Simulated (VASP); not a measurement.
# Ta (Im-3m) in VASP: a series of runs, part 2 of 2

VASP 6.6.1. Earlier steps stand in the parts before.

**3. Relaxation of cell and atoms, LDA**

This run uses another cell than the first one, of 18.01 Å³/atom.

INCAR reads:

```
PREC = Accurate
ENCUT = 500
EDIFF = 1E-7
ISMEAR = -1
SIGMA = 0.05
LREAL = False
LASPH = True
NELM = 120
ALGO = Normal
ISIF = 3
LWAVE = False
LCHARG = False
IBRION = 2
NSW = 60
EDIFFG = -0.01
GGA_COMPAT = False
NELMIN = 4
```

KPOINTS reads:

```
Automatic mesh
0
Gamma
  11 11 11
```

POSCAR reads:

```
Ta
1.0
   -1.6512800000      1.6512800000      1.6512800000
    1.6512800000     -1.6512800000      1.6512800000
    1.6512800000      1.6512800000     -1.6512800000
Ta
1
Direct
    0.0000000000      0.0000000000      0.0000000000
```

Potentials or basis: VASP PAW LDA potentials, release 64 (Ta_sv_GW).

Run with:

```bash
$ cat potpaw_LDA.64/Ta_sv_GW/POTCAR > POTCAR
$ mpirun -np 1 vasp_std > vasp.out
```

OUTCAR:

```text
PREC = Accurate
   ENCUT = 500
   EDIFF = 1E-7
   ISMEAR = -1
   LREAL = False
   LASPH = True
   NELM = 120
   ISIF = 3
   IBRION = 2
   NSW = 60
   EDIFFG = -0.01
   NELMIN = 4

 ion  position               nearest neighbor table
   1  0.000  0.000  0.000-

  LATTYP: Found a body centered cubic cell.
 ALAT       =     3.3025600000

  Lattice vectors:

 A1 = (  -1.6512800000,   1.6512800000,   1.6512800000)
 A2 = (   1.6512800000,  -1.6512800000,   1.6512800000)
 A3 = (   1.6512800000,   1.6512800000,  -1.6512800000)

Analysis of symmetry for initial positions (statically):
=====================================================================
 Subroutine PRICEL returns:
 Original cell was already a primitive cell.

 Routine SETGRP: Setting up the symmetry group for a
 body centered cubic supercell.

 Subroutine GETGRP returns: Found 48 space group operations
 (whereof 48 operations were pure point group operations)
 out of a pool of 48 trial point group operations.

The static configuration has the point symmetry O_h .

Analysis of symmetry for dynamics (positions and initial velocities):
=====================================================================
 Subroutine PRICEL returns:
 Original cell was already a primitive cell.

 Routine SETGRP: Setting up the symmetry group for a
 body centered cubic supercell.

 Subroutine GETGRP returns: Found 48 space group operations
 (whereof 48 operations were pure point group operations)
 out of a pool of 48 trial point group operations.

The dynamic configuration has the point symmetry O_h .

 Subroutine INISYM returns: Found 48 space group operations
 (whereof 48 operations are pure point group operations),
 and found     1 'primitive' translations

----------------------------------------------------------------------------------------

                                     Primitive cell

  volume of cell :      18.0104

  direct lattice vectors                    reciprocal lattice vectors
    -1.651280000  1.651280000  1.651280000     0.000000000  0.302795407  0.302795407
     1.651280000 -1.651280000  1.651280000     0.302795407  0.000000000  0.302795407
     1.651280000  1.651280000 -1.651280000     0.302795407  0.302795407  0.000000000

  length of vectors
     2.860100858  2.860100858  2.860100858     0.428217371  0.428217371  0.428217371

  position of ions in fractional coordinates (direct lattice)
     0.000000000  0.000000000  0.000000000

  ion indices of the primitive-cell ions
   primitive index   ion index
                 1           1

----------------------------------------------------------------------------------------

 KPOINTS: Automatic mesh

Automatic generation of k-mesh.
 Grid dimensions read from file:
 generate k-points for:   11   11   11

 Generating k-lattice:

[... 23 lines left out ...]
  0.454545  0.000000  0.000000     12.000000
[... 16 lines left out ...]
  0.272727  0.181818  0.090909     48.000000
  0.363636  0.181818  0.090909     24.000000
 [... further k-points ...]
   k-points           NKPTS =     56   k-points in BZ     NKDIM =     56   number of bands    NBANDS=     10
   number of dos      NEDOS =    301   number of ions     NIONS =      1
   total plane-waves  NPLWV =  13824
   dimension x,y,z NGX =    24 NGY =   24 NGZ =   24
   dimension x,y,z NGXF=    48 NGYF=   48 NGZF=   48
   ions per type =               1
   NGX,Y,Z   is equivalent  to a cutoff of  13.95, 13.95, 13.95 a.u.
   NGXF,Y,Z  is equivalent  to a cutoff of  27.90, 27.90, 27.90 a.u.
 SYSTEM =  unknown system
   PREC   = accura    normal or accurate (medium, high low for compatibility)
   ISTART =      0    job   : 0-new  1-cont  2-samecut
   ICHARG =      2    charge: 1-file 2-atom 10-const
   ISPIN  =      1    spin polarized calculation?
   LNONCOLLINEAR =      F non collinear calculations
   LSORBIT =      F    spin-orbit coupling
   LASPH  =      T    aspherical Exc in radial PAW
   ENCUT  =  500.0 eV  36.75 Ry    6.06 a.u.   5.21  5.21  5.21*2*pi/ulx,y,z
   NELM   =    120;   NELMIN=  4; NELMDL= -5     # of ELM steps
   EDIFF  = 0.1E-06   stopping-criterion for ELM
   LREAL  =      F    real-space projection
   EDIFFG = -.1E-01   stopping-criterion for IOM
   NSW    =     60    number of steps for IOM
   IBRION =      2    ionic relax: 0-MD 1-quasi-New 2-CG
   NFREE  =      1    steps in history (QN), initial steepest desc. (CG)
   ISIF   =      3    stress and relaxation
   ISYM   =      2    0-nonsym 1-usesym 2-fastsym
   POTIM  = 0.5000    time-step for ionic-motion
   TEBEG  =    0.0;   TEEND  =   0.0 temperature during run
   PSTRESS=    0.0 pullay stress
   NELECT =      13.0000    total number of electrons
   NUPDOWN=      -1.0000    fix difference up-down
   EMIN   =  10.00;   EMAX   =-10.00  energy-range for DOS
   EFERMI =   0.00;   METHOD = LEGACY
   ISMEAR =    -1;   SIGMA  =   0.05  broadening in eV -4-tet -1-fermi 0-gaus
   EFERMI_NEDOS =   21; number of points for ismear=-14 and -15
   IALGO  =     38    algorithm
   IMIX   =      4    mixing-type and parameters
     AMIX     =   0.40;   BMIX     =  1.00
     AMIX_MAG =   1.60;   BMIX_MAG =  1.00
  volume/ion in A,a.u.               =      18.01       121.54
  Fermi-wavevector in a.u.,A,eV,Ry     =   1.468527  2.775113 29.341932  2.156571
  Thomas-Fermi vector in A             =   2.584014
   LORBIT       =      0    0 simple, 1 ext, 2 COOP (PROOUT), +10 PAW based schemes
   GGA     = CA    functional components
   LHFCALC =     F    Hartree Fock is set to
   AEXX    =    0.0000 exact exchange contribution
   IVDW    =     0    specifies the selected vdW correction
   LEPSILON=     F    determine dielectric tensor
   LRPA    =     F    only Hartree local field effects (RPA)
 conjugate gradient relaxation of ions
 non-spin polarized calculation
  energy-cutoff  :      500.00
  volume of cell :       18.01
 maximum number of plane-waves:       470
 NGX is ok and might be reduce to    24
   NGX = 11   NGY = 11   NGZ = 11

--------------------------------------- Ionic step        1  -------------------------------------------

 number of electron      12.9999998 magnetization

 Free energy of the ion-electron system (eV)
  ---------------------------------------------------
  ext. energy  EPLUGINS =         0.00000000
  ---------------------------------------------------
  free energy    TOTEN  =       -15.30477055 eV

  energy without entropy =      -15.29738623  energy(sigma->0) =      -15.30107839

------------------------ aborting loop because EDIFF is reached ----------------------------------------

  FORCE on cell =-STRESS in cart. coord.  units (eV):
  Direction    XX          YY          ZZ          XY          YZ          ZX
  --------------------------------------------------------------------------------------
  -------------------------------------------------------------------------------------
  Total       -1.1140337     -1.1140337     -1.1140337      0.0000000      0.0000000     -0.0000000
  in kB      -99.1029937    -99.1029937    -99.1029937      0.0000000      0.0000000     -0.0000000
  external PRESSURE =     -99.1029937 kB  Pullay stress =       0.0000000 kB
[... 92 lines left out ...]
--------------------------------------- Ionic step        4  -------------------------------------------

 number of electron      13.0000001 magnetization

 Free energy of the ion-electron system (eV)
  ---------------------------------------------------
  ext. energy  EPLUGINS =         0.00000000
  ---------------------------------------------------
  free energy    TOTEN  =       -15.33122909 eV

  energy without entropy =      -15.32406083  energy(sigma->0) =      -15.32764496

 E-fermi :  10.8212     XC(G=0): -13.5265

 val. band max:       10.7983262641   @ k =  -0.4545  -0.4545   0.0909
 cond. band min:      10.8753100408   @ k =  -0.1818   0.2727   0.0909
 fundamental gap:      0.0769837767
 Fermi energy:        10.8211626444

 k-point     1 :       0.0000    0.0000    0.0000
  band No.  band energies     occupation
      1     -55.8643      2.00000
      2     -21.9097      2.00000
      3     -21.9097      2.00000
      4     -21.9097      2.00000
      5       2.8214      2.00000
      6      11.4852      0.00000
      7      11.4852      0.00000
      8      11.4852      0.00000
      9      14.9089      0.00000
     10      14.9089      0.00000
[... 287 lines left out ...]
 k-point    24 :       0.3636    0.1818    0.0909
  band No.  band energies     occupation
      1     -55.7114      2.00000
      2     -23.0560      2.00000
      3     -22.5422      2.00000
      4     -22.1402      2.00000
      5       7.8844      2.00000
      6       9.1305      2.00000
      7      11.0289      0.03090
      8      15.3898      0.00000
      9      15.9965      0.00000
     10      20.4202      0.00000

 [... further k-points ...]
[... 5 lines left out ...]
  --------------------------------------------------------------------------------------
  -------------------------------------------------------------------------------------
  Total       -0.0066288     -0.0066288     -0.0066288     -0.0000000      0.0000000     -0.0000000
  in kB       -0.6177028     -0.6177028     -0.6177028     -0.0000000      0.0000000     -0.0000000
  external PRESSURE =      -0.6177028 kB  Pullay stress =       0.0000000 kB
[... 16 lines left out ...]
  FREE ENERGIE OF THE ION-ELECTRON SYSTEM (eV)
  ---------------------------------------------------
  free  energy   TOTEN  =       -15.3312290915 eV

  energy  without entropy=      -15.3240608308  energy(sigma->0) =      -15.32764496

 reached required accuracy - stopping structural energy minimisation
```

OSZICAR:

```text
N       E                     dE             d eps       ncg     rms          rms(c)
DAV:   1     0.699271909401E+02    0.69927E+02   -0.78477E+03  1162   0.121E+03
DAV:   2    -0.137207050188E+02   -0.83648E+02   -0.81107E+02  1282   0.299E+02
DAV:   3    -0.161171356026E+02   -0.23964E+01   -0.23398E+01  1356   0.494E+01
[... 42 lines left out ...]
DAV:   3    -0.153312121282E+02    0.75013E-04   -0.48173E-04  1130   0.227E-01    0.315E-01
DAV:   4    -0.153312176129E+02   -0.54847E-05   -0.45861E-06  1150   0.270E-02    0.222E-01
DAV:   5    -0.153312227718E+02   -0.51589E-05   -0.25314E-06  1162   0.117E-02    0.176E-01
DAV:   6    -0.153312286604E+02   -0.58886E-05   -0.66985E-06  1160   0.217E-02    0.568E-02
DAV:   7    -0.153312290886E+02   -0.42827E-06   -0.67669E-07  1510   0.755E-03    0.684E-03
DAV:   8    -0.153312290915E+02   -0.28540E-08   -0.72847E-09   562   0.127E-03
   4 F= -.15331229E+02 E0= -.15327645E+02  d E =-.264585E-01
```

It took 15 s on 1 thread of Intel Xeon 6975P-C (Granite Rapids), shared host; peak memory 0.15 GiB.

Results:

```
Free energy                           : -15.3312 eV
Relaxed volume                        : 17.19 Å³/atom
Relaxed cell                          : a = 2.816 Å, b = 2.816 Å, c = 2.816 Å, α = 109.47°, β = 109.47°, γ = 109.47°
Space group after relaxing (to 0.1 Å) : Im-3m (No. 229)
Energy gained by relaxing             : 26.5 meV/atom
Ionic steps                           : 4
Pressure after relaxing               : -0.1 GPa
Band gap on the k mesh                : zero (an odd number of electrons rules out a gap without spin polarisation)
```

Step by step:
```tsv
step	energy change (eV)	largest force (eV/Å)	pressure (GPa)	volume (Å³)
1	0.0000	0.0000	-9.91	18.01
2	0.1646	0.0000	34.88	15.26
3	-0.0264	0.0000	-0.52	17.23
4	-0.0265	0.0000	-0.06	17.19
```

Final structure:
```cif
data_structure
_symmetry_space_group_name_H-M 'P 1'
_symmetry_Int_Tables_number 1
_cell_length_a 2.8162
_cell_length_b 2.8162
_cell_length_c 2.8162
_cell_angle_alpha 109.471
_cell_angle_beta 109.471
_cell_angle_gamma 109.471
_cell_volume 17.19
loop_
_atom_site_label
_atom_site_type_symbol
_atom_site_fract_x
_atom_site_fract_y
_atom_site_fract_z
_atom_site_occupancy
Ta1 Ta 0.00000 0.00000 0.00000 1
```

Caveat: spin-orbit coupling is left out, which moves the levels of the heavy elements. Zero-point motion and thermal expansion aren't in these numbers.

**4. Single point, r2SCAN**

This run uses another cell than the first one, of 19.09 Å³/atom.

POSCAR reads:

```
Ta
1.0
   -1.6836662614      1.6836662614      1.6836662614
    1.6836662614     -1.6836662614      1.6836662614
    1.6836662614      1.6836662614     -1.6836662614
Ta
1
Direct
    0.0000000000      0.0000000000      0.0000000000
```

INCAR.step1 reads:

```
SYSTEM = Ta
PREC = Accurate ; ENCUT = 550
ISMEAR = -1 ; SIGMA = 0.05
LREAL = .False. ; LASPH = .True.
NELM = 120 ; NBANDS = 12
GGA = PE ; ALGO = Normal
EDIFF = 1E-5 ; LWAVE = .True.
LCHARG = .False. ; GGA_COMPAT = .False.
```

INCAR.step2 reads:

```
SYSTEM = Ta
PREC = Accurate ; ENCUT = 550
EDIFF = 1E-6 ; ISMEAR = -1
SIGMA = 0.05 ; LREAL = .False.
LASPH = .True. ; NELM = 120
ALGO = Normal ; ISIF = 2
LWAVE = .False. ; LCHARG = .False.
METAGGA = R2SCAN ; LMIXTAU = .True.
NBANDS = 12 ; ISTART = 1
GGA_COMPAT = .False.
```

KPOINTS reads:

```
Automatic mesh
0
Gamma
  11 11 11
  0 0 0
```

Potentials or basis: VASP PAW PBE potentials, release 64 (Ta_sv_GW).

Run with:

```bash
$ cat potpaw_PBE.64/Ta_sv_GW/POTCAR > POTCAR
$ cp INCAR.step1 INCAR
$ mpirun -np 1 vasp_std > vasp.out
$ cp INCAR.step2 INCAR
$ mpirun -np 1 vasp_std > vasp.out
```

It took 39 s on 1 thread of AMD EPYC 9R45 (Zen 5), shared host; peak memory 0.12 GiB.

It converged, with:

```yaml
Free_energy: -51.0493 eV
Pressure: -11.4 GPa
Band_gap_on_the_k_mesh: zero (an odd number of electrons rules out a gap without spin polarisation)
```

Levels at points of the mesh, in eV from the Fermi level:
```csv
k point,band 3,band 4,band 5,band 6,band 7,band 8,band 9,band 10
"(0.00, 0.00, 0.00)",-34.45,-34.45,-8.07,0.86,0.86,0.86,4.14,4.14
```

Caveat: the cell stands under tension; the PAW data sets were made with another functional, which shifts forces and pressure a little; spin-orbit coupling is left out, which moves the levels of the heavy elements.

**5. Relaxation of cell and atoms, BLYP**

This run uses another cell than the first one, of 18.01 Å³/atom.

INCAR reads:

```
SYSTEM = Ta
AGGAC    = 1.0          
AGGAX    = 1.0          
ALDAC    = 0.0          
ALDAX    = 1.0          
ALGO     = Normal         ! electronic algorithm
EDIFF    = 1E-7           ! SCF threshold, eV
EDIFFG   = -0.01          ! ionic threshold
ENCUT    = 500            ! plane-wave cutoff, eV
GGA      = B5             ! functional
GGA_COMPAT= .False.      
IBRION   = 2              ! ionic algorithm
ISIF     = 3              ! what is computed and relaxed
ISMEAR   = -1             ! smearing method
LASPH    = .True.         ! aspherical terms in the spheres
LCHARG   = .False.        ! write CHGCAR
LREAL    = .False.        ! projectors in reciprocal space
LWAVE    = .False.        ! write WAVECAR
NELM     = 120            ! most SCF steps
NELMIN   = 4            
NSW      = 60             ! ionic steps
PREC     = Accurate       ! precision mode
SIGMA    = 0.05           ! smearing width, eV
```

KPOINTS reads:

```
k-points
0
Gamma
  11 11 11
  0 0 0
```

POSCAR reads:

```
Ta
1.0
   -1.6512800000      1.6512800000      1.6512800000
    1.6512800000     -1.6512800000      1.6512800000
    1.6512800000      1.6512800000     -1.6512800000
Ta
1
Direct
    0.0000000000      0.0000000000      0.0000000000
```

Run with:

```bash
$ cat potpaw_PBE.64/Ta_sv_GW/POTCAR > POTCAR
$ mpirun -np 1 vasp_std > vasp.out
```

Wall time 63 s (1 thread of AMD EPYC 9R45 (Zen 5), shared host); peak memory 0.12 GiB.

The run converged. Its results:

```yaml
Free_energy: -12.7885 eV
Relaxed_volume: 18.76 Å³/atom
Relaxed_cell: a = 2.899 Å, b = 2.899 Å, c = 2.899 Å, α = 109.47°, β = 109.47°, γ = 109.47°
Space_group_after_relaxing_to_0.1_Å: Im-3m (No. 229)
Energy_gained_by_relaxing: 19.0 meV/atom
Ionic_steps: 4
Pressure_after_relaxing: 0.0 GPa
Band_gap_on_the_k_mesh: zero (an odd number of electrons rules out a gap without spin polarisation)
```

Step by step:
```csv
step,energy change (eV),largest force (eV/Å),pressure (GPa),volume (Å³)
1,0.0000,0.0000,8.44,18.01
2,0.0715,0.0000,-14.53,20.60
3,-0.0190,0.0000,-0.28,18.79
4,-0.0190,0.0000,-0.01,18.76
```

Final structure:
```xyz
1
Lattice="-1.6739 1.6739 1.6739 1.6739 -1.6739 1.6739 1.6739 1.6739 -1.6739" Properties=species:S:1:pos:R:3 pbc="T T T"
Ta    0.0000    0.0000    0.0000
```

Levels at points of the mesh, in eV from the Fermi level:
| k point | band 3 | band 4 | band 5 | band 6 | band 7 | band 8 | band 9 | band 10 |
| --- | --- | --- | --- | --- | --- | --- | --- | --- |
| (0.00, 0.00, 0.00) | -33.16 | -33.16 | -7.60 | 0.60 | 0.60 | 0.60 | 3.74 | 3.74 |

Caveat: the PAW data sets were made with another functional, which shifts forces and pressure a little; spin-orbit coupling is left out, which moves the levels of the heavy elements.

**6. Overview**

```tsv
task	level	potentials or basis	cell	cutoff (eV)	gap on the mesh (eV)	pressure (GPa)	relaxed volume (Å³/atom)
single point	r2SCAN	VASP PAW PBE potentials, release 64 (Ta_sv_GW)	a = 2.898 Å, angles 109.5°, 1 atom	550	none	-8.2	-
relaxation of cell and atoms	LDA	VASP PAW LDA potentials, release 64 (Ta_sv_GW)	relaxed from a = 2.860 Å, angles 109.5°, 1 atom	500	none	-0.1	17.19
single point	r2SCAN	VASP PAW PBE potentials, release 64 (Ta_sv_GW)	a = 2.916 Å, angles 109.5°, 1 atom	550	none	-11.4	-
relaxation of cell and atoms	BLYP	VASP PAW PBE potentials, release 64 (Ta_sv_GW)	relaxed from a = 2.860 Å, angles 109.5°, 1 atom	500	none	0.0	18.76
```

Alike in all rows: no spin polarisation; k mesh 11 × 11 × 11; smearing fermi-dirac 0.05 eV.

Caveats: spin-orbit coupling is left out, which moves the levels of the heavy elements; the PAW data sets were made with another functional, which shifts forces and pressure a little (at least some runs); the cell stands under tension (at least some runs).

Total energies depend on the potentials used, so only differences within one code and one set of settings carry meaning.

The gap in the log of VASP goes by the Fermi energy; the results here count the filled bands.